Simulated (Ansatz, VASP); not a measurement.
## Two plane-wave programs on Ga3P2N

```
CELL_PARAMETERS angstrom
6.32831 0.00000 0.00000
-3.16416 5.48048 0.00000
0.00000 0.00000 3.49491
ATOMIC_POSITIONS crystal
Ga 0.00000 0.50000 0.00000
Ga 0.50000 0.00000 0.00000
Ga 0.50000 0.50000 0.00000
P 0.33333 0.66667 0.50000
P 0.66667 0.33333 0.50000
N 0.00000 0.00000 0.50000
```

Change from the starting cell: species swapped into the TmB2Ir3 type (P6/mmm, No. 191).

Alike in both runs: functional PBE; k mesh 3 × 3 × 6; occupations gaussian, width 0.1 eV; collinear spin.

Ansatz relaxed the structure, and its values are those at the end. VASP's run is a single point on that final structure, the one shown.

```csv
,VASP,Ansatz
version,VASP 6.6.1,Ansatz 0.2.0
potentials or method,"VASP PAW PBE potentials, release 64 (Ga_d, P, N), cutoff 520 eV","scalar-relativistic, plane waves, PAW"
valence electrons in the cell,54,54
```

Ansatz gave:

* gap on the k mesh at the Fermi level (eV): none
* pressure (GPa): 0.3
* net moment per atom (μB): 0.38
* size of the moment on the site where the two differ most (μB): 2.30

Q: Which values does VASP return?

A: gap on the k mesh at the Fermi level (eV): none; pressure (GPa): 0.4; net moment per atom (μB): 0.38; size of the moment on the site where the two differ most (μB): 1.56.

Site moments also hang on the region over which each program counts them. A gap of «none» marks a metal or a gap that the smearing closes.

The k mesh is coarse, so the values compare programs but aren't converged.
